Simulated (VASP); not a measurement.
Set up this calculation in VASP 6.6.1, as the native input.

* Task: single point
* Functional: LDA
* Potentials or basis: VASP PAW LDA potentials, release 64 (Pb_d)
* Cutoff: 520 eV
* k mesh: 15 × 15 × 8
* Occupations: gaussian, width 0.1 eV
* Spin: no spin polarisation
* Dipole correction: no
* Further INCAR settings: ALGO = Normal; EDIFF = 1e-07; NBANDS = 21

The structure of Pb lies in POSCAR:

```
Pb
1.0
    3.4350765925      0.0000000000      0.0000000000
   -1.7175382963      2.9748635931      0.0000000000
    0.0000000000      0.0000000000      5.6689063747
Pb
2
Direct
    0.3333333333      0.6666666667      0.2500000000
    0.6666666667      0.3333333333      0.7500000000
```

These files were run (other wordings do the same):

INCAR

```
PREC = Accurate ; ENCUT = 520
EDIFF = 1E-7 ; ISMEAR = 0
SIGMA = 0.1 ; LREAL = F
LASPH = T ; NELM = 100
ALGO = Normal ; ISIF = 2
LWAVE = F ; LCHARG = F
GGA = CA ; NBANDS = 21
```

KPOINTS

```
regular mesh
0
Gamma
  15 15 8
```

Potentials or basis: VASP PAW LDA potentials, release 64 (Pb_d).

The run is started by

```bash
$ cat potpaw_LDA.64/Pb_d/POTCAR > POTCAR
$ mpirun -np 1 vasp_std > vasp.out
```

Results of the run:

```json
{"Pressure": "0.0 GPa", "Band gap on the k mesh": "zero (band 14 reaches 13.49 eV, above the bottom of band 15 at 5.39 eV)"}
```

Caveat: spin-orbit coupling is left out, which moves the levels of the heavy elements.

Run time: 47 s on 1 thread of Intel(R) Xeon(R) 6975P-C (Granite Rapids), on a shared host, peak memory 0.24 GiB.
